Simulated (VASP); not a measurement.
**Hf: relaxation of cell and atoms with PBE**

The system is Hf.

```
Hf
1.0
     1.55352   -4.35522    0.00000
     1.55352    4.35522    0.00000
     0.00000    0.00000    3.39632
Hf
2
Direct
  0.86700 0.13300 0.25000
  0.13300 0.86700 0.75000
```

```yaml
Program: VASP 6.6.1
Task: relaxation of cell and atoms
Functional: PBE
Potentials_or_basis: VASP PAW PBE potentials, release 64 (Hf_pv)
Cutoff: 600 eV
k_mesh: 6 × 6 × 6
Occupations: gaussian, width 0.1 eV
Spin: no spin polarisation
Dipole_correction: no
Further_INCAR_settings: ALGO = Normal; EDIFF = 1e-07; IBRION = 2; EDIFFG = -0.04; NSW = 90; ISIF = 3
```

* Relaxed volume: 23.79 Å³/atom
* Relaxed cell: a = 5.302 Å, b = 5.302 Å, c = 3.079 Å, α = 90.00°, β = 90.00°, γ = 146.65°
* Space group after relaxing (to 0.05 Å): Cmcm (No. 63)
* Energy gained by relaxing: 263.4 meV/atom
* Ionic steps: 13
* Pressure after relaxing: 0.0 GPa
* Largest force after relaxing: 0.018 eV/Å
* Band gap on the k mesh: zero (band 10 reaches 4.70 eV, above the bottom of band 11 at 3.71 eV)

Forces in eV/Å, atoms in the order of the input:
```
Hf   0.000 -0.018  0.000
Hf   0.000  0.018  0.000
```

Stress tensor (GPa, compression positive):
```
 0.14  0.00  0.00
 0.00  0.01  0.00
 0.00  0.00 -0.10
```

Step by step:
| step | energy change (eV) | largest force (eV/Å) | pressure (GPa) | volume (Å³) |
| --- | --- | --- | --- | --- |
| 1 | 0.0000 | 1.1339 | 2.11 | 45.96 |
| 2 | -0.2949 | 0.5193 | -1.56 | 47.88 |
| 3 | -0.4344 | 0.1000 | -4.39 | 51.25 |
| 4 | -0.4547 | 0.0028 | -4.13 | 50.36 |
| 5 | -0.3414 | 1.0833 | 7.36 | 45.94 |
| 6 | -0.5083 | 0.3112 | -0.68 | 48.77 |
| 7 | -0.5086 | 0.3345 | -0.42 | 48.66 |
| 8 | -0.5220 | 0.1116 | -0.84 | 48.40 |
| 9 | -0.5222 | 0.0850 | -0.88 | 48.36 |
| 10 | -0.5252 | 0.0972 | 0.98 | 47.18 |
| 11 | -0.5258 | 0.0926 | 0.42 | 47.52 |
| 12 | -0.5265 | 0.0206 | -0.20 | 47.62 |
| 13 | -0.5268 | 0.0176 | 0.01 | 47.58 |

Final structure:
```
CELL_PARAMETERS angstrom
1.52132 -5.07893 0.00000
1.52132 5.07893 0.00000
0.00000 0.00000 3.07914
ATOMIC_POSITIONS crystal
Hf 0.85396 0.14604 0.25000
Hf 0.14604 0.85396 0.75000
```

Levels at points of the mesh, in eV from the Fermi level:
| k point | band 7 | band 8 | band 9 | band 10 | band 11 | band 12 | band 13 | band 14 |
| --- | --- | --- | --- | --- | --- | --- | --- | --- |
| (0.00, 0.00, 0.00) | -6.91 | -3.31 | -1.82 | -0.05 | 0.55 | 1.74 | 2.90 | 3.33 |
| (0.50, 0.00, 0.00) | -3.37 | -2.71 | -1.13 | 0.40 | 0.77 | 1.39 | 1.91 | 1.95 |
| (0.50, 0.50, 0.00) | -5.37 | -4.57 | -1.94 | -1.05 | 0.15 | 2.13 | 2.85 | 2.99 |
| (0.00, 0.00, 0.50) | -2.68 | -2.68 | -1.27 | -1.27 | 0.78 | 0.78 | 1.94 | 1.94 |
| (0.50, 0.00, 0.50) | -2.62 | -2.62 | -1.43 | -1.43 | 1.69 | 1.69 | 3.19 | 3.19 |
| (0.50, 0.50, 0.50) | -3.38 | -3.38 | -0.03 | -0.03 | 0.67 | 0.67 | 2.38 | 2.38 |

Run time: 4.6 min on 1 thread of AMD EPYC 9R45 96-Core Processor (Zen 5) (shared host), peak memory 0.2 GiB.

Caveat: spin-orbit coupling is left out, which moves the levels of the heavy elements.
